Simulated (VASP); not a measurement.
Crystal: MgO.

```xyz
4
Lattice="3.4864 0.0000 0.0000 -1.7432 3.0193 0.0000 0.0000 0.0000 4.1780" Properties=species:S:1:pos:R:3 pbc="T T T"
Mg    1.7432    1.0064    3.1335
Mg    0.0000    2.0129    1.0445
O     1.7432    1.0064    1.0445
O     0.0000    2.0129    3.1335
```

- Program: VASP 6.6.1
- Task: relaxation of cell and atoms
- Functional: LDA
- Potentials or basis: VASP PAW LDA potentials, release 64 (Mg, O)
- Cutoff: 600 eV
- k mesh: 9 × 9 × 6
- Occupations: gaussian, width 0.02 eV
- Spin: no spin polarisation

At the start: pressure -6.0 GPa; volume 10.99 Å³/atom.

Task: Where does the relaxation end?

Result: Over 7 steps the energy falls by 9.1 meV/atom and the volume is 10.52 Å³/atom (-4.3 %); space group P6_3/mmc (No. 194, to 0.05 Å).

Step by step:
```tsv
step	energy change (eV)	largest force (eV/Å)	pressure (GPa)	volume (Å³)
1	0.0000	0.0000	-5.96	43.98
2	-0.0313	0.0000	2.48	41.43
3	-0.0364	0.0000	0.00	42.10
4	-0.0364	0.0000	-0.13	42.13
5	-0.0364	0.0000	-0.12	42.13
6	-0.0364	0.0000	-0.12	42.13
7	-0.0364	0.0000	0.07	42.08
```

Final structure:
```xyz
4
Lattice="3.4334 0.0000 0.0000 -1.7167 2.9734 0.0000 0.0000 0.0000 4.1214" Properties=species:S:1:pos:R:3 pbc="T T T"
Mg    1.7167    0.9911    3.0910
Mg    0.0000    1.9823    1.0303
O     1.7167    0.9911    1.0303
O     0.0000    1.9823    3.0910
```
